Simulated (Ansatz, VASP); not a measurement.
## Mg5CdSe6 in VASP and in Ansatz

File INCAR:

```
ALGO     = Normal         # electronic algorithm
EDIFF    = 1E-6           # SCF threshold, eV
EDIFFG   = -0.01          # ionic threshold
ENCUT    = 600            # plane-wave cutoff, eV
GGA      = PE             # functional
IBRION   = 2              # ionic algorithm
ISIF     = 3              # what is computed and relaxed
ISMEAR   = 0              # smearing method
LASPH    = True           # aspherical terms in the spheres
LCHARG   = False          # write CHGCAR
LREAL    = False          # projectors in reciprocal space
LWAVE    = False          # write WAVECAR
NELM     = 80             # most SCF steps
NSW      = 100            # ionic steps
PREC     = Accurate       # precision mode
SIGMA    = 0.02           # smearing width, eV
```

File KPOINTS:

```
k-points
0
Gamma
  6 6 2
```

POSCAR

```
Mg5CdSe6
1.0
    4.2588536425      0.0000000000      0.0000000000
   -2.1294268212      3.6882754454      0.0000000000
    0.0000000000      0.0000000000     20.8274291433
Mg Cd Se
5 1 6
Direct
    0.0000000000      0.0000000000      0.0012212729
    0.6666666667      0.3333333333      0.1663602455
    0.3333333333      0.6666666667      0.3315528402
    0.0000000000      0.0000000000      0.4965147892
    0.3333333333      0.6666666667      0.8359516428
    0.6666666667      0.3333333333      0.6682008084
    0.0000000000      0.0000000000      0.1257324713
    0.6666666667      0.3333333333      0.2908674463
    0.3333333333      0.6666666667      0.4560470163
    0.0000000000      0.0000000000      0.6206715880
    0.6666666667      0.3333333333      0.7963797375
    0.3333333333      0.6666666667      0.9605001416
```

Input for Ansatz:

```yaml
crystal:
  lattice:
    - [4.2588536425, 0.0, 0.0]
    - [-2.1294268212, 3.6882754454, 0.0]
    - [0.0, 0.0, 20.8274291433]
  atoms:
    - { symbol: Mg, position: [0.0, 0.0, 0.0012212729] }
    - { symbol: Mg, position: [0.6666666667, 0.3333333333, 0.1663602455] }
    - { symbol: Mg, position: [0.3333333333, 0.6666666667, 0.3315528402] }
    - { symbol: Mg, position: [0.0, 0.0, 0.4965147892] }
    - { symbol: Mg, position: [0.3333333333, 0.6666666667, 0.8359516428] }
    - { symbol: Cd, position: [0.6666666667, 0.3333333333, 0.6682008084] }
    - { symbol: Se, position: [0.0, 0.0, 0.1257324713] }
    - { symbol: Se, position: [0.6666666667, 0.3333333333, 0.2908674463] }
    - { symbol: Se, position: [0.3333333333, 0.6666666667, 0.4560470163] }
    - { symbol: Se, position: [0.0, 0.0, 0.620671588] }
    - { symbol: Se, position: [0.6666666667, 0.3333333333, 0.7963797375] }
    - { symbol: Se, position: [0.3333333333, 0.6666666667, 0.9605001416] }
basis:
  ecutwfc: 420
kpoints:
  mp_grid: { grid: [6, 6, 2] }
hamiltonian:
  xc: pbe
scf:
  occupations: { method: gaussian, width: 0.02 }
output:
  forces: true
  stress: true
  eigenvalues: true
  write_density: true
  write_potential: true
  elf: true
  volumetric_format: npy
relax:
  adjacent_minimum: "off"
  f_tol: 0.01
  max_steps: 80
  cell: { stress_tol: 0.05 }
```

Alike in both runs: task relaxation of cell and atoms; functional PBE; k mesh 6 × 6 × 2; occupations gaussian, width 0.02 eV; no spin polarisation.

|  | VASP | Ansatz |
| --- | --- | --- |
| version | VASP 6.6.1 | Ansatz 0.2.0 |
| potentials or method | VASP PAW PBE potentials, release 64 (Mg, Cd, Se), cutoff 600 eV | scalar-relativistic, plane waves, PAW |
| valence electrons in the cell | 58 | 166 |

Ansatz gave:

```
gap on the k mesh at the Fermi level, each at its own relaxed structure (eV) : 1.68
relaxed volume (Å³/atom)                                                     : 27.40
relaxed cell length with the largest relative difference (Å)                 : 4.265
```

Task: Which values does VASP return?

Result: gap on the k mesh at the Fermi level, each at its own relaxed structure (eV): 1.67; relaxed volume (Å³/atom): 27.39; relaxed cell length with the largest relative difference (Å): 4.265.

VASP's potentials hold 58 valence electrons a cell and Ansatz's 166, so a difference there can come from the potentials and not from the codes.
